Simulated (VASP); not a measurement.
The system is GaP.

```
Ga P
1.0
     0.00000    2.72541    2.72541
     2.72541    0.00000    2.72541
     2.72541    2.72541    0.00000
Ga P
1 1
Direct
  0.00000 0.00000 0.00000
  0.25000 0.25000 0.25000
```

Program: VASP 6.6.1. Alike in all runs: task single point; potentials or basis VASP PAW PBE potentials, release 64 (Ga_d, P); no spin polarisation; cell as given; smearing gaussian 0.01 eV. Hardware: 1 thread of AMD EPYC 7R43 64-Core Processor (Zen 3), with other jobs on the host.

Task: Order these runs on this cell by their wall time, lowest first.
A. level r2SCAN; k mesh 8 × 8 × 8; cutoff (eV) 550
B. level r2SCAN; k mesh 6 × 6 × 6; cutoff (eV) 550
C. level PBE; k mesh 8 × 8 × 8; cutoff (eV) 500

Result: C (18 s), B (62 s), A (120 s).
